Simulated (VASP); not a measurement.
Set up this calculation in VASP 6.6.1, as the native input.

```yaml
Task: single point
Functional: LDA
Potentials_or_basis: VASP PAW LDA potentials, release 64 (Ge_d)
Cutoff: 520 eV
k_mesh: 8 × 8 × 4
Occupations: fermi-dirac, width 0.05 eV
Spin: no spin polarisation
Dipole_correction: no
Further_INCAR_settings: ALGO = Normal; EDIFF = 1e-07; NBANDS = 36
```

The structure of Ge lies in POSCAR:

```
Ge
1.0
    3.9435577898      0.0000000000      0.0000000000
   -1.9717788949      3.4152212273      0.0000000000
    0.0000000000      0.0000000000      6.5101862333
Ge
4
Direct
    0.3333333333      0.6666666667      0.9370987500
    0.6666666667      0.3333333333      0.4370987500
    0.3333333333      0.6666666667      0.5629012500
    0.6666666667      0.3333333333      0.0629012500
```

These files were run (other wordings do the same):

INCAR

```
SYSTEM = Ge
ALGO     = Normal         ! electronic algorithm
EDIFF    = 1E-7           ! SCF threshold, eV
ENCUT    = 520            ! plane-wave cutoff, eV
ISIF     = 2              ! what is computed and relaxed
ISMEAR   = -1             ! smearing method
LASPH    = .True.         ! aspherical terms in the spheres
LCHARG   = .False.        ! write CHGCAR
LREAL    = .False.        ! projectors in reciprocal space
LWAVE    = .False.        ! write WAVECAR
NBANDS   = 36             ! bands
NELM     = 80             ! most SCF steps
PREC     = Accurate       ! precision mode
SIGMA    = 0.05           ! smearing width, eV
```

KPOINTS

```
k-points
0
Gamma
  8 8 4
  0 0 0
```

Potentials or basis: VASP PAW LDA potentials, release 64 (Ge_d).

Launch:

```bash
$ cat potpaw_LDA.64/Ge_d/POTCAR > POTCAR
$ mpirun -np 1 vasp_std > vasp.out
```

Results of the run:

```yaml
Pressure: 1.0 GPa
Largest_force: 0.008 eV/Å
Band_gap_on_the_k_mesh: zero (filled and empty bands touch)
```

It took 72 s on 1 thread of Intel(R) Xeon(R) Platinum 8488C (Sapphire Rapids), with other jobs on the host, peak memory 0.2 GiB.
